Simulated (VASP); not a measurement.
Runs of VASP 6.6.1 on Ti. The structure is that of space group P6/mmm (No. 191), or close to it. The cells are those of the table. 

```csv
cell,gap on the mesh (eV),pressure (GPa)
"a = 4.646, b = 4.646, c = 2.848 Å, angles 90.0, 90.0, 120.0°, 3 atoms",none,(a)
"a = 4.506, b = 4.506, c = 2.762 Å, angles 90.0, 90.0, 120.0°, 3 atoms",none,(b)
"a = 4.554, b = 4.554, c = 2.792 Å, angles 90.0, 90.0, 120.0°, 3 atoms",none,-6.2
"a = 4.600, b = 4.600, c = 2.820 Å, angles 90.0, 90.0, 120.0°, 3 atoms",none,-9.2
"a = 4.690, b = 4.690, c = 2.875 Å, angles 90.0, 90.0, 120.0°, 3 atoms",none,-14.0
```

Alike in all rows: task single point; level LDA; potentials or basis VASP PAW LDA potentials, release 64 (Ti_sv); no spin polarisation; k mesh 7 × 7 × 10; cutoff (eV) 520; smearing methfessel-paxton 0.1 eV.

**Question.** Fill in the values left out.

**Answer.** (a) -11.8; (b) -2.7.

A gap of «none» marks levels without a gap at the run's occupations.
